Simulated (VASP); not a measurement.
# Zn5CdTe6 in VASP: notebook

Runs on Zn5CdTe6. Level: PBE. Tasks: single point.

All numbers are computed with VASP 6.6.1; they aren't measurements. Logs are shortened: lines on timing, memory, paths and dates and some standing lists are left out, and cuts for length are marked.

### Step 1. The cell of the first run

The structure is tetragonal, space group P-4m2 (No. 115). The conventional cell has a = 4.415 Å, b = 4.415 Å, c = 18.809 Å, α = 90.00°, β = 90.00°, γ = 90.00°. Zn (site symmetry 2mm) has 4 Te at 2.68 Å within 3.5 Å. Within 3.5 Å of Zn (site symmetry 2mm) lie 4 Te at 2.68 Å. Within 3.5 Å of Zn (site symmetry -4m2) lie 4 Te at 2.68 Å. Within 3.7 Å of Cd (site symmetry -4m2) lie 4 Te at 2.84 Å. Within 3.5 Å of Te (site symmetry 2mm) lie 4 Zn at 2.68 Å. Within 3.5 Å of Te (site symmetry 2mm) lie 4 Zn at 2.68 Å. Within 3.5 Å of Te (site symmetry 2mm) lie 2 Zn at 2.68 Å and 2 Cd at 2.84 Å.

### Step 2. Single point, PBE

File INCAR:

```
SYSTEM = Zn5CdTe6
PREC = Accurate ; ENCUT = 520
EDIFF = 1E-6 ; ISMEAR = 0
SIGMA = 0.1 ; LREAL = .False.
LASPH = .True. ; NELM = 60
ALGO = Normal ; ISIF = 2
LWAVE = .False. ; LCHARG = .False.
GGA = PE ; NBANDS = 66
```

File KPOINTS:

```
regular mesh
0
Gamma
  4 4 1
  0 0 0
```

File POSCAR:

```
Zn5CdTe6
1.0
    4.4148632000      0.0000000000      0.0000000000
    0.0000000000      4.4148632000      0.0000000000
    0.0000000000      0.0000000000     18.8093430000
Zn Cd Te
5 1 6
Direct
    0.5000000000      0.5000000000      0.1752640000
    0.0000000000      0.0000000000      0.3376370000
    0.5000000000      0.5000000000      0.5000000000
    0.0000000000      0.0000000000      0.6623630000
    0.5000000000      0.5000000000      0.8247360000
    0.0000000000      0.0000000000      0.0000000000
    0.5000000000      0.0000000000      0.2564800000
    0.0000000000      0.5000000000      0.4188180000
    0.5000000000      0.0000000000      0.5811820000
    0.0000000000      0.5000000000      0.7435200000
    0.5000000000      0.0000000000      0.9053910000
    0.0000000000      0.5000000000      0.0946090000
```

Potentials or basis: VASP PAW PBE potentials, release 64 (Zn, Cd, Te).

Launch:

```console
$ cat potpaw_PBE.64/Zn/POTCAR potpaw_PBE.64/Cd/POTCAR potpaw_PBE.64/Te/POTCAR > POTCAR
$ mpirun -np 1 vasp_std > vasp.out
```

OUTCAR:

```text
SYSTEM = Zn5CdTe6
   PREC = Accurate
   ENCUT = 520
   EDIFF = 1E-6
   ISMEAR = 0
   LREAL = .False.
   LASPH = .True.
   NELM = 60
   ISIF = 2
   GGA = PE

 ion  position               nearest neighbor table
   1  0.500  0.500  0.175-  12 2.68  12 2.68   7 2.68   7 2.68
   2  0.000  0.000  0.338-   7 2.68   7 2.68   8 2.68   8 2.68
   3  0.500  0.500  0.500-   8 2.68   9 2.68   9 2.68   8 2.68
   4  0.000  0.000  0.662-  10 2.68  10 2.68   9 2.68   9 2.68
   5  0.500  0.500  0.825-  11 2.68  11 2.68  10 2.68  10 2.68
   6  0.000  0.000  0.000-  11 2.84  12 2.84  12 2.84  11 2.84
   7  0.500  0.000  0.256-   2 2.68   2 2.68   1 2.68   1 2.68
   8  0.000  0.500  0.419-   2 2.68   2 2.68   3 2.68   3 2.68
   9  0.500  0.000  0.581-   4 2.68   4 2.68   3 2.68   3 2.68
  10  0.000  0.500  0.744-   4 2.68   4 2.68   5 2.68   5 2.68
  11  0.500  0.000  0.905-   5 2.68   5 2.68   6 2.84   6 2.84
  12  0.000  0.500  0.095-   1 2.68   1 2.68   6 2.84   6 2.84

  LATTYP: Found a simple tetragonal cell.
 ALAT       =     4.4148632000
 C/A-ratio  =     4.2604588518

  Lattice vectors:

 A1 = (   4.4148632000,   0.0000000000,   0.0000000000)
 A2 = (   0.0000000000,   4.4148632000,   0.0000000000)
 A3 = (   0.0000000000,   0.0000000000,  18.8093430000)

Analysis of symmetry for initial positions (statically):
=====================================================================
 Subroutine PRICEL returns:
 Original cell was already a primitive cell.

 Routine SETGRP: Setting up the symmetry group for a
 simple tetragonal supercell.

 Subroutine GETGRP returns: Found  8 space group operations
 (whereof  8 operations were pure point group operations)
 out of a pool of 16 trial point group operations.

The static configuration has the point symmetry D_2d.

Analysis of symmetry for dynamics (positions and initial velocities):
=====================================================================
 Subroutine PRICEL returns:
 Original cell was already a primitive cell.

 Routine SETGRP: Setting up the symmetry group for a
 simple tetragonal supercell.

 Subroutine GETGRP returns: Found  8 space group operations
 (whereof  8 operations were pure point group operations)
 out of a pool of 16 trial point group operations.

The dynamic configuration has the point symmetry D_2d.

 Subroutine INISYM returns: Found  8 space group operations
 (whereof  8 operations are pure point group operations),
 and found     1 'primitive' translations

[... 107 lines left out ...]
   NUPDOWN=      -1.0000    fix difference up-down
   EMIN   =  10.00;   EMAX   =-10.00  energy-range for DOS
   EFERMI =   0.00;   METHOD = LEGACY
   ISMEAR =     0;   SIGMA  =   0.10  broadening in eV -4-tet -1-fermi 0-gaus
   EFERMI_NEDOS =   21; number of points for ismear=-14 and -15
   IALGO  =     38    algorithm
   IMIX   =      4    mixing-type and parameters
     AMIX     =   0.40;   BMIX     =  1.00
     AMIX_MAG =   1.60;   BMIX_MAG =  1.00
  volume/ion in A,a.u.               =      30.55       206.17
  Fermi-wavevector in a.u.,A,eV,Ry     =   1.089298  2.058475 16.144267  1.186570
  Thomas-Fermi vector in A             =   2.225498
   LORBIT       =      0    0 simple, 1 ext, 2 COOP (PROOUT), +10 PAW based schemes
   GGA     = PE    functional components
   LHFCALC =     F    Hartree Fock is set to
   AEXX    =    0.0000 exact exchange contribution
   IVDW    =     0    specifies the selected vdW correction
   LEPSILON=     F    determine dielectric tensor
   LRPA    =     F    only Hartree local field effects (RPA)
 non-spin polarized calculation
 Gauss-broadening in eV      SIGMA  =   0.10
  energy-cutoff  :      520.00
  volume of cell :      366.61
 maximum number of plane-waves:      9904
 NGX is ok and might be reduce to    36
   NGX = 17   NGY = 17   NGZ = 69

 number of electron     107.9999992 magnetization

 Free energy of the ion-electron system (eV)
  ---------------------------------------------------
  ext. energy  EPLUGINS =         0.00000000
  ---------------------------------------------------
  free energy    TOTEN  =       -30.52108072 eV

  energy without entropy =      -30.52108072  energy(sigma->0) =      -30.52108072

 E-fermi :   3.1308     XC(G=0):  -8.6965

 val. band max:        2.6832396230   @ k =   0.0000   0.0000   0.0000
 cond. band min:       3.6109585328   @ k =   0.0000   0.0000   0.0000
 fundamental gap:      0.9277189098
 Fermi energy:         3.1307595475

 k-point     1 :       0.0000    0.0000    0.0000
  band No.  band energies     occupation
      1      -8.7855      2.00000
      2      -8.6044      2.00000
      3      -8.4783      2.00000
      4      -8.1063      2.00000
      5      -7.9987      2.00000
      6      -7.7721      2.00000
[... 403 lines left out ...]
     65       6.5187      0.00000
     66       6.5187      0.00000

------------------------ aborting loop because EDIFF is reached ----------------------------------------

  FORCE on cell =-STRESS in cart. coord.  units (eV):
  Direction    XX          YY          ZZ          XY          YZ          ZX
  --------------------------------------------------------------------------------------
  -------------------------------------------------------------------------------------
  Total        0.6116376      0.6116376     -0.1087508      0.0000000      0.0000000      0.0000000
  in kB        2.6729859      2.6729859     -0.4752641      0.0000000      0.0000000      0.0000000
  external PRESSURE =       1.6235692 kB  Pullay stress =       0.0000000 kB

 VOLUME and BASIS-vectors are now :
 -----------------------------------------------------------------------------
  energy-cutoff  :      520.00
  volume of cell :      366.61
      direct lattice vectors                 reciprocal lattice vectors
     4.414863200  0.000000000  0.000000000     0.226507585  0.000000000  0.000000000
     0.000000000  4.414863200  0.000000000     0.000000000  0.226507585  0.000000000
     0.000000000  0.000000000 18.809343000     0.000000000  0.000000000  0.053165068

 POSITION                                       TOTAL-FORCE (eV/Angst)
 -----------------------------------------------------------------------------------
      2.20743      2.20743      3.29660         0.000000      0.000000     -0.004958
      0.00000      0.00000      6.35073         0.000000     -0.000000      0.001019
      2.20743      2.20743      9.40467         0.000000     -0.000000      0.000000
      0.00000      0.00000     12.45861         0.000000     -0.000000     -0.001019
      2.20743      2.20743     15.51274         0.000000      0.000000      0.004958
      0.00000      0.00000      0.00000         0.000000     -0.000000      0.000000
      2.20743      0.00000      4.82422        -0.000000     -0.000000      0.002432
      0.00000      2.20743      7.87769        -0.000000     -0.000000      0.001967
      2.20743      0.00000     10.93165         0.000000     -0.000000     -0.001967
      0.00000      2.20743     13.98512         0.000000     -0.000000     -0.002432
      2.20743      0.00000     17.02981         0.000000     -0.000000     -0.012927
      0.00000      2.20743      1.77953         0.000000     -0.000000      0.012927
 -----------------------------------------------------------------------------------
    total drift:                                0.000000      0.000000      0.000000

  FREE ENERGIE OF THE ION-ELECTRON SYSTEM (eV)
  ---------------------------------------------------
  free  energy   TOTEN  =       -30.5210807239 eV

  energy  without entropy=      -30.5210807239  energy(sigma->0) =      -30.52108072
```

OSZICAR:

```text
N       E                     dE             d eps       ncg     rms          rms(c)
DAV:   1     0.777128420956E+03    0.77713E+03   -0.46105E+04   792   0.164E+03
DAV:   2     0.640922626576E+02   -0.71304E+03   -0.68739E+03   792   0.385E+02
DAV:   3    -0.274584750311E+02   -0.91551E+02   -0.89502E+02   912   0.135E+02
DAV:   4    -0.315660692211E+02   -0.41076E+01   -0.40881E+01   882   0.254E+01
DAV:   5    -0.316651431725E+02   -0.99074E-01   -0.99042E-01   964   0.378E+00    0.109E+01
DAV:   6    -0.305485808298E+02    0.11166E+01   -0.35719E+00   962   0.230E+01    0.849E+00
DAV:   7    -0.305185649110E+02    0.30016E-01   -0.16012E+00   900   0.537E+00    0.322E+00
DAV:   8    -0.305263114739E+02   -0.77466E-02   -0.54708E-02   884   0.144E+00    0.125E+00
DAV:   9    -0.305211363374E+02    0.51751E-02   -0.17634E-02   962   0.104E+00    0.610E-01
DAV:  10    -0.305208512708E+02    0.28507E-03   -0.82676E-03   910   0.728E-01    0.140E-01
DAV:  11    -0.305209788587E+02   -0.12759E-03   -0.10698E-03   892   0.435E-01    0.551E-02
DAV:  12    -0.305210202688E+02   -0.41410E-04   -0.19966E-04   952   0.127E-01    0.311E-02
DAV:  13    -0.305210690754E+02   -0.48807E-04   -0.58051E-05   840   0.727E-02    0.118E-02
DAV:  14    -0.305210800088E+02   -0.10933E-04   -0.27675E-05   868   0.480E-02    0.568E-03
DAV:  15    -0.305210807239E+02   -0.71516E-06   -0.25627E-06   762   0.161E-02
   1 F= -.30521081E+02 E0= -.30521081E+02  d E =-.145376E-10
```

Run time: 2 min. Hardware: 1 thread of Intel Xeon Platinum 8488C (Sapphire Rapids), shared host; peak memory 0.5 GiB.

Results:

| Quantity | Value |
| --- | --- |
| Free energy | -30.5211 eV |
| Pressure | 0.2 GPa |
| Largest force | 0.013 eV/Å |
| Band gap on the k mesh | 0.93 eV |

Forces on the atoms (eV/Å):
```
Zn   0.000  0.000 -0.005
Zn   0.000  0.000  0.001
Zn   0.000  0.000  0.000
Zn   0.000  0.000 -0.001
Zn   0.000  0.000  0.005
Cd   0.000  0.000  0.000
Te   0.000  0.000  0.002
Te   0.000  0.000  0.002
Te   0.000  0.000 -0.002
Te   0.000  0.000 -0.002
Te   0.000  0.000 -0.013
Te   0.000  0.000  0.013
```

Stress tensor (GPa, compression positive):
```
 0.27  0.00  0.00
 0.00  0.27  0.00
 0.00  0.00 -0.05
```

Caveat: spin-orbit coupling is left out, which moves the levels of the heavy elements.

### Step 3. Single point, PBE

File INCAR:

```
PREC = Accurate
ENCUT = 520
EDIFF = 1E-7
ISMEAR = 0
SIGMA = 0.1
LREAL = False
LASPH = True
NELM = 60
ALGO = Normal
ISIF = 2
LWAVE = False
LCHARG = True
GGA = PE
LELF = True
LVHAR = True
NBANDS = 66
```

File KPOINTS:

```
Automatic mesh
0
Gamma
  4 4 1
```

File POSCAR:

```
Zn5CdTe6
1.0
    4.4347782735     -0.0000761663      0.0003838715
   -0.0000806370      4.4346548423     -0.0001814506
   -0.0011170992     -0.0006751881     18.6783197211
Zn Cd Te
5 1 6
Direct
    0.5003854908      0.4997144014      0.1753078408
   -0.0001028837      0.0001222211      0.3377066816
    0.5004481664      0.4996281677      0.5000024361
    0.0000802855     -0.0001633468      0.6622879240
    0.4996310686      0.5005504935      0.8246802399
   -0.0004546339      0.0000938248     -0.0000024425
    0.4999392121     -0.0002106203      0.2565488905
    0.0003377787      0.5000902307      0.4188589752
    0.5001194248     -0.0002834985      0.5811449567
   -0.0002569031      0.4999393453      0.7434586345
    0.4996291522      0.0004674894      0.9053187086
    0.0002438417      0.5000512918      0.0946871547
```

Potentials or basis: VASP PAW PBE potentials, release 64 (Zn, Cd, Te).

Launch:

```console
$ cat potpaw_PBE.64/Zn/POTCAR potpaw_PBE.64/Cd/POTCAR potpaw_PBE.64/Te/POTCAR > POTCAR
$ mpirun -np 1 vasp_std > vasp.out
```

OUTCAR:

```text
PREC = Accurate
   ENCUT = 520
   EDIFF = 1E-7
   ISMEAR = 0
   LREAL = False
   LASPH = True
   NELM = 60
   ISIF = 2
   GGA = PE

 ion  position               nearest neighbor table
   1  0.500  0.500  0.175-  12 2.68  12 2.68   7 2.69   7 2.69
   2  1.000  0.000  0.338-   8 2.69   7 2.69   8 2.69   7 2.69
   3  0.500  0.500  0.500-   8 2.69   9 2.69   9 2.69   8 2.69
   4  0.000  1.000  0.662-   9 2.69  10 2.69   9 2.69  10 2.69
   5  0.500  0.501  0.825-  11 2.68  11 2.68  10 2.69  10 2.69
   6  1.000  0.000  1.000-  11 2.84  12 2.84  11 2.84  12 2.84
   7  0.500  1.000  0.257-   2 2.69   2 2.69   1 2.69   1 2.69
   8  0.000  0.500  0.419-   3 2.69   2 2.69   2 2.69   3 2.69
   9  0.500  1.000  0.581-   3 2.69   4 2.69   4 2.69   3 2.69
  10  1.000  0.500  0.743-   4 2.69   5 2.69   4 2.69   5 2.69
  11  0.500  0.000  0.905-   5 2.68   5 2.68   6 2.84   6 2.84
  12  0.000  0.500  0.095-   1 2.68   1 2.68   6 2.84   6 2.84

  LATTYP: Found a triclinic cell.
 ALAT       =     6.2715254286
 B/A-ratio  =     0.7071291253
 C/A-ratio  =     3.0610119088
 COS(alpha) =     0.0000178609
 COS(beta)  =     0.1633055163
 COS(gamma) =     0.7071041207

  Lattice vectors:

 A1 = (  -4.4346976365,  -4.4345786760,  -0.0002024209)
 A2 = (  -4.4347782735,   0.0000761663,  -0.0003838715)
 A3 = (   0.0011977362,  -4.4339796542, -18.6781382705)

Analysis of symmetry for initial positions (statically):
=====================================================================
 Subroutine PRICEL returns:
 Original cell was already a primitive cell.

 Routine SETGRP: Setting up the symmetry group for a
 triclinic supercell.

 Subroutine GETGRP returns: Found  1 space group operations
 (whereof  1 operations were pure point group operations)
 out of a pool of  2 trial point group operations.

The static configuration has the point symmetry C_1 .

Analysis of symmetry for dynamics (positions and initial velocities):
[... 163 lines left out ...]
   IVDW    =     0    specifies the selected vdW correction
   LEPSILON=     F    determine dielectric tensor
   LRPA    =     F    only Hartree local field effects (RPA)
 non-spin polarized calculation
 Gauss-broadening in eV      SIGMA  =   0.10
  energy-cutoff  :      520.00
  volume of cell :      367.34
 maximum number of plane-waves:      9929
 NGX is ok and might be reduce to    36
   NGX = 17   NGY = 17   NGZ = 69

 number of electron     108.0000018 magnetization

 Free energy of the ion-electron system (eV)
  ---------------------------------------------------
  ext. energy  EPLUGINS =         0.00000000
  ---------------------------------------------------
  free energy    TOTEN  =       -30.52453817 eV

  energy without entropy =      -30.52453817  energy(sigma->0) =      -30.52453817

 E-fermi :   3.0988     XC(G=0):  -8.6878

 val. band max:        2.6516295821   @ k =   0.0000   0.0000   0.0000
 cond. band min:       3.5841080788   @ k =   0.0000   0.0000   0.0000
 fundamental gap:      0.9324784966
 Fermi energy:         3.0987704124

 k-point     1 :       0.0000    0.0000    0.0000
  band No.  band energies     occupation
      1      -8.7926      2.00000
      2      -8.6091      2.00000
      3      -8.4835      2.00000
      4      -8.1097      2.00000
      5      -7.9996      2.00000
      6      -7.7732      2.00000
[... 679 lines left out ...]
     65       6.5443      0.00000
     66       6.5446      0.00000

------------------------ aborting loop because EDIFF is reached ----------------------------------------

  FORCE on cell =-STRESS in cart. coord.  units (eV):
  Direction    XX          YY          ZZ          XY          YZ          ZX
  --------------------------------------------------------------------------------------
  -------------------------------------------------------------------------------------
  Total        0.2006387      0.1999641      0.1829467      0.0011358      0.0030021      0.0001366
  in kB        0.8750962      0.8721538      0.7979315      0.0049537      0.0130940      0.0005957
  external PRESSURE =       0.8483938 kB  Pullay stress =       0.0000000 kB

 VOLUME and BASIS-vectors are now :
 -----------------------------------------------------------------------------
  energy-cutoff  :      520.00
  volume of cell :      367.34
      direct lattice vectors                 reciprocal lattice vectors
     4.434778274 -0.000076166  0.000383871     0.225490415  0.000004101  0.000013486
    -0.000080637  4.434654842 -0.000181451     0.000003872  0.225496693  0.000008152
    -0.001117099 -0.000675188 18.678319721    -0.000004634  0.000002191  0.053538006

 POSITION                                       TOTAL-FORCE (eV/Angst)
 -----------------------------------------------------------------------------------
      2.21886      2.21590      3.27456        -0.001811      0.000832     -0.002181
      4.43394      0.00024      6.30818         0.000349     -0.000324     -0.001083
      2.21878      2.21530      9.33931        -0.001838      0.001175     -0.000383
     -0.00046      4.43348     12.37024        -0.000185      0.000446      0.001733
      2.21479      2.21917     15.40374         0.001284     -0.001821      0.003744
      4.43164     -0.00034     18.67866         0.001145     -0.000770      0.000275
      2.21675      4.43351      4.79191         0.001273      0.000749      0.001180
      0.00099      2.21744      7.82349        -0.000192     -0.001378      0.001245
      2.21719      4.43297     10.85482        -0.000340      0.000835     -0.001126
      4.43277      2.21648     13.88685         0.000100      0.000507     -0.002429
      2.21473      0.00142     16.91002         0.000137     -0.000953     -0.008955
      0.00094      2.21749      1.76851         0.000078      0.000702      0.007980
 -----------------------------------------------------------------------------------
    total drift:                               -0.000012      0.000019      0.000017

  FREE ENERGIE OF THE ION-ELECTRON SYSTEM (eV)
  ---------------------------------------------------
  free  energy   TOTEN  =       -30.5245381653 eV

  energy  without entropy=      -30.5245381652  energy(sigma->0) =      -30.52453817
```

Wall time 3.6 min (1 thread of Intel Xeon Platinum 8488C (Sapphire Rapids), shared host); peak memory 0.55 GiB.

Results:

```yaml
Free_energy: -30.5245 eV
Pressure: 0.1 GPa
Largest_force: 0.009 eV/Å
Band_gap_on_the_k_mesh: 0.93 eV
```

Forces on the atoms (eV/Å):
```
Zn  -0.002  0.001 -0.002
Zn   0.000  0.000 -0.001
Zn  -0.002  0.001  0.000
Zn   0.000  0.000  0.002
Zn   0.001 -0.002  0.004
Cd   0.001 -0.001  0.000
Te   0.001  0.001  0.001
Te   0.000 -0.001  0.001
Te   0.000  0.001 -0.001
Te   0.000  0.001 -0.002
Te   0.000 -0.001 -0.009
Te   0.000  0.001  0.008
```

Caveat: spin-orbit coupling is left out, which moves the levels of the heavy elements.
